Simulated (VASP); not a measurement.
Write the native input for VASP 6.6.1 that does the following.

```
Task                   : single point
Functional             : PBE
Potentials or basis    : VASP PAW PBE potentials, release 64 (Zr_sv, O)
Cutoff                 : 600 eV
k mesh                 : 6 × 6 × 6
Occupations            : gaussian, width 0.01 eV
Spin                   : non-collinear spin, zero start, spin-orbit coupling
Starting moments       : [[0.0, 0.0, 0.0], [0.0, 0.0, 0.0], [0.0, 0.0, 0.0]] μB
Dipole correction      : no
Further INCAR settings : ALGO = Normal; EDIFF = 1e-06; NBANDS = 37
```

The structure of ZrO2 lies in POSCAR:

```
ZrO2
1.0
    3.5850310000      0.0000000000      0.0000000000
    1.7925155000      3.1047279194      0.0000000000
    1.7925155000      1.0349093065      2.9271655540
Zr O
1 2
Direct
    0.0000000000      0.0000000000      0.0000000000
    0.2500000000      0.2500000000      0.2500000000
    0.7500000000      0.7500000000      0.7500000000
```

One way to write it, as run:

INCAR

```
SYSTEM = ZrO2
ALGO     = Normal         ! electronic algorithm
EDIFF    = 1E-6           ! SCF threshold, eV
ENCUT    = 600            ! plane-wave cutoff, eV
GGA      = PE             ! functional
GGA_COMPAT= .FALSE.      
ISIF     = 2              ! what is computed and relaxed
ISMEAR   = 0              ! smearing method
LASPH    = .TRUE.         ! aspherical terms in the spheres
LCHARG   = .TRUE.         ! write CHGCAR
LMAXMIX  = 4              ! l up to which the mixer works
LNONCOLLINEAR= .TRUE.         ! non-collinear magnetism
LORBIT   = 11             ! projections on sites
LORBMOM  = .TRUE.       
LREAL    = .FALSE.        ! projectors in reciprocal space
LSORBIT  = .TRUE.         ! spin-orbit coupling
LVHAR    = .TRUE.       
LWAVE    = .FALSE.        ! write WAVECAR
MAGMOM   = 0 0 0 0 0 0 0 0 0 ! initial moments
NBANDS   = 37             ! bands
NELM     = 200            ! most SCF steps
PREC     = Accurate       ! precision mode
SIGMA    = 0.01           ! smearing width, eV
```

KPOINTS

```
k-points
0
G
  6 6 6
  0 0 0
```

Potentials or basis: VASP PAW PBE potentials, release 64 (Zr_sv, O).

Run with:

```sh
$ cat potpaw_PBE.64/Zr_sv/POTCAR potpaw_PBE.64/O/POTCAR > POTCAR
$ mpirun -np 1 vasp_ncl > vasp.out
```

Results of the run:

The pressure is 6.9 GPa and the net moment is 0.00 μB per cell. The valence electrons inside the program's atomic spheres are Zr 9.55; O 5.11.

Caveat: the cell stands under pressure.

Run time: 2.3 min on 1 thread of Intel Xeon 8259CL, with other jobs on the host, peak memory 0.29 GiB.
